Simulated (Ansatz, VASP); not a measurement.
Two plane-wave programs on AlN

POSCAR

```
AlN
1.0
    0.0000000000      1.9683967343      1.9683967343
    1.9683967343      0.0000000000      1.9683967343
    1.9683967343      1.9683967343      0.0000000000
Al N
1 1
Direct
    0.0000000000      0.0000000000      0.0000000000
    0.5000000000      0.5000000000      0.5000000000
```

Contents of INCAR.step1:

```
PREC     = Accurate       # precision mode
ENCUT    = 520            # plane-wave cutoff, eV
EDIFF    = 1E-5           # SCF threshold, eV
ISMEAR   = 0              # smearing method
SIGMA    = 0.01           # smearing width, eV
LREAL    = False          # projectors in reciprocal space
LASPH    = True           # aspherical terms in the spheres
NELM     = 60             # most SCF steps
ALGO     = Normal         # electronic algorithm
ISIF     = 2              # what is computed and relaxed
LWAVE    = True           # write WAVECAR
LCHARG   = False          # write CHGCAR
NBANDS   = 11             # bands
GGA      = PE             # functional
```

INCAR.step2

```
PREC     = Accurate       # precision mode
ENCUT    = 520            # plane-wave cutoff, eV
EDIFF    = 1E-6           # SCF threshold, eV
ISMEAR   = 0              # smearing method
SIGMA    = 0.01           # smearing width, eV
LREAL    = False          # projectors in reciprocal space
LASPH    = True           # aspherical terms in the spheres
NELM     = 60             # most SCF steps
ALGO     = Normal         # electronic algorithm
ISIF     = 2              # what is computed and relaxed
LWAVE    = False          # write WAVECAR
LCHARG   = False          # write CHGCAR
GGA      = PE             # functional
LHFCALC  = True           # exact exchange
HFSCREEN = 0.2079         # screening, 1/A
PRECFOCK = Normal       
NBANDS   = 11             # bands
ISTART   = 1
```

File KPOINTS:

```
regular mesh
0
Gamma
  8 8 8
```

Input for Ansatz:

```yaml
crystal:
  lattice:
    - [0.0, 1.9683967343, 1.9683967343]
    - [1.9683967343, 0.0, 1.9683967343]
    - [1.9683967343, 1.9683967343, 0.0]
  atoms:
    - { symbol: Al, position: [0.0, 0.0, 0.0] }
    - { symbol: "N", position: [0.5, 0.5, 0.5] }
kpoints:
  mp_grid: { grid: [8, 8, 8] }
  band_path:
    path:
      - [0.0, 0.0, 0.0]
      - [0.5, 0.0, 0.5]
      - [0.625, 0.25, 0.625]
      - [0.375, 0.375, 0.75]
      - [0.5, 0.5, 0.5]
      - [0.5, 0.25, 0.75]
      - [0.0, 0.5, 0.5]
    npoints: 1
hamiltonian:
  xc: hse06
scf:
  occupations: { method: fixed }
  n_extra_bands: 4
output:
  forces: true
  stress: true
  eigenvalues: true
```

Change from the starting cell: hydrostatic strain -2.5%.

Alike in both runs: task single point; functional HSE06; k mesh 8 × 8 × 8; no spin polarisation.

|  | VASP | Ansatz |
| --- | --- | --- |
| version | VASP 6.6.1 | Ansatz 0.2.0 |
| potentials or method | VASP PAW PBE potentials, release 64 (Al, N) | plane waves, PAW |
| plane-wave cutoff (eV) | 520 | 420 |
| occupations | gaussian, width 0.01 eV | fixed |
| valence electrons in the cell | 8 | 8 |

VASP gave:

* gap on the k mesh at the Fermi level (eV): 6.50
* pressure (GPa): 22.8

Question: What did Ansatz give for the same quantities?

Answer: gap on the k mesh at the Fermi level (eV): 6.42; pressure (GPa): 22.6.

Ansatz's warnings: stress exchange threshold loose, stress scf threshold loose.
